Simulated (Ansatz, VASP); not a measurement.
# Two plane-wave programs on CdF2

INCAR

```
PREC = Accurate
ENCUT = 520
EDIFF = 1E-6
ISMEAR = 0
SIGMA = 0.05
LREAL = F
LASPH = T
NELM = 100
ALGO = Normal
ISIF = 2
LWAVE = F
LCHARG = F
GGA = PE
NBANDS = 20
```

KPOINTS

```
Automatic mesh
0
Gamma
  8 8 8
```

POSCAR

```
CdF2
1.0
    0.0000000000      2.7147428468      2.6430736356
    2.7147428468      0.0000000000      2.6430736356
    2.7147428468      2.7147428468      0.0000000000
Cd F
1 2
Direct
    0.0000000000      0.0000000000      0.0000000000
    0.2500000000      0.2500000000      0.2500000000
    0.7500000000      0.7500000000      0.7500000000
```

Input for Ansatz:

```yaml
crystal:
  lattice:
    - [0.0, 2.7147428468, 2.6430736356]
    - [2.7147428468, 0.0, 2.6430736356]
    - [2.7147428468, 2.7147428468, 0.0]
  atoms:
    - { symbol: Cd, position: [0.0, 0.0, 0.0] }
    - { symbol: F, position: [0.25, 0.25, 0.25] }
    - { symbol: F, position: [0.75, 0.75, 0.75] }
basis:
  ecutwfc: 520.0
kpoints:
  mp_grid: { grid: [8, 8, 8] }
hamiltonian:
  xc: pbe
  pseudopotentials: { kind: paw }
scf:
  occupations: { method: gaussian, width: 0.05 }
output:
  forces: true
  stress: true
  eigenvalues: true
```

Alike in both runs: task single point; functional PBE; k mesh 8 × 8 × 8; occupations gaussian, width 0.05 eV; no spin polarisation.

|  | VASP | Ansatz |
| --- | --- | --- |
| version | VASP 6.6.1 | Ansatz 0.2.0 |
| potentials or method | VASP PAW PBE potentials, release 64 (Cd, F), cutoff 520 eV | scalar-relativistic, plane waves, PAW |
| valence electrons in the cell | 26 | 34 |

|  | VASP | Ansatz | Ansatz less VASP |
| --- | --- | --- | --- |
| gap on the k mesh at the Fermi level (eV) | 3.05 | 3.09 | +0.033 |
| least direct gap on the mesh (eV) | 3.54 | 3.58 | +0.033 |
| pressure (GPa) | 6.7 | 5.9 | -0.77 |
| traceless stress, the component that is largest in VASP (GPa) | 1.94 | 1.97 | +0.029 |

With one functional, cell and mesh, what is left measures potentials, basis and numerics. VASP's potentials hold 26 valence electrons a cell and Ansatz's 34, so a difference there can come from the potentials and not from the codes.
